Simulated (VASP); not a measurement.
## Y: single point with PBE

The system is Y.

```
Y
1.0
    -1.93656    1.93656    1.93656
     1.93656   -1.93656    1.93656
     1.93656    1.93656   -1.93656
Y
1
Direct
  0.00000 0.00000 0.00000
```

This isn't the form of Y at room conditions, which is hcp.

* Program: VASP 6.6.1
* Task: single point
* Functional: PBE
* Potentials or basis: VASP PAW PBE potentials, release 64 (Y_sv)
* Cutoff: 520 eV
* k mesh: 12 × 12 × 12
* Occupations: fermi-dirac, width 0.05 eV
* Spin: collinear spin
* Starting moments: [1.0] μB

```yaml
Pressure: 5.8 GPa
Net_moment: 0.00 μB per cell
Valence_electrons_inside_the_program's_atomic_spheres: Y 9.60
```

Levels at points of the mesh, in eV from the Fermi level:
Spin up:
| k point | band 3 | band 4 | band 5 | band 6 | band 7 | band 8 |
| --- | --- | --- | --- | --- | --- | --- |
| (0.00, 0.00, 0.00) | -22.17 | -22.17 | -5.01 | 1.79 | 1.79 | 1.79 |
| (0.50, 0.00, 0.00) | -22.42 | -22.17 | -2.22 | 0.07 | 1.15 | 3.95 |
| (0.50, 0.50, 0.50) | -22.73 | -22.73 | -1.81 | -1.81 | 5.99 | 5.99 |
Spin down:
```
           k point  band 1  band 2  band 3  band 4  band 5  band 6  band 7  band 8  band 9  band 10
(0.00, 0.00, 0.00)  -42.58  -22.17  -22.17  -22.17   -5.01    1.79    1.79    1.79    3.96     3.96
(0.50, 0.00, 0.00)  -42.46  -22.98  -22.42  -22.17   -2.21    0.07    1.15    3.95    4.67     6.64
(0.50, 0.50, 0.50)  -42.38  -22.72  -22.72  -22.72   -1.81   -1.81    5.99    5.99    5.99     6.25
```

Run time: 87 s on 1 thread of Intel(R) Xeon(R) Platinum 8259CL CPU @ 2.50GHz (Skylake/Cascade Lake) (shared host), peak memory 0.22 GiB.

Caveat: the cell stands under pressure.
